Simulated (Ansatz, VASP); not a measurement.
## Pb: VASP beside Ansatz

The input INCAR:

```
  PREC = Accurate
  ENCUT = 520
  EDIFF = 1E-6
  ISMEAR = -1
  SIGMA = 0.05
  LREAL = F
  LASPH = T
  NELM = 100
  ALGO = Fast
  ISIF = 2
  LWAVE = F
  LCHARG = F
  GGA = PE
  NBANDS = 21
```

Contents of KPOINTS:

```
regular mesh
0
Gamma
  9 9 5
```

File POSCAR:

```
Pb
1.0
    3.5482526220      0.0000000000      0.0000000000
   -1.7741263110      3.0728769098      0.0000000000
    0.0000000000      0.0000000000      5.6996356773
Pb
2
Direct
    0.6666666667      0.3333333333      0.7500000000
    0.3333333333      0.6666666667      0.2500000000
```

Contents of input.yaml:

```yaml
crystal:
  lattice:
    - [3.548252622, 0.0, 0.0]
    - [-1.774126311, 3.0728769098, 0.0]
    - [0.0, 0.0, 5.6996356773]
  atoms:
    - { symbol: Pb, position: [0.6666666667, 0.3333333333, 0.75] }
    - { symbol: Pb, position: [0.3333333333, 0.6666666667, 0.25] }
kpoints:
  mp_grid: { grid: [9, 9, 5] }
scf:
  occupations: { method: fermi_dirac, width: 0.05 }
hamiltonian:
  xc: pbe
  pseudopotentials: { kind: all_electron, lapw: { basis_error: 0.0005 } }
output:
  forces: true
  stress: true
  eigenvalues: true
```

Change from the starting cell: volume scaled by 1.06.

Alike in both runs: task single point; functional PBE; k mesh 9 × 9 × 5; occupations fermi-dirac, width 0.05 eV; no spin polarisation.

|  | VASP | Ansatz |
| --- | --- | --- |
| version | VASP 6.6.1 | Ansatz 0.2.0 |
| potentials or method | VASP PAW PBE potentials, release 64 (Pb_d), cutoff 520 eV | all-electron LAPW, scalar-relativistic |

Ansatz gave:

- gap on the k mesh at the Fermi level (eV): none
- pressure (GPa): 1.3
- traceless stress, the component that is largest in VASP (GPa): 1.71

What did VASP give for the same quantities?

gap on the k mesh at the Fermi level (eV): none; pressure (GPa): 1.2; traceless stress, the component that is largest in VASP (GPa): 1.69.

A gap of «none» marks a metal or a gap that the smearing closes. Ansatz ran all-electron here, and VASP with PAW potentials.

Spin-orbit coupling is off throughout.
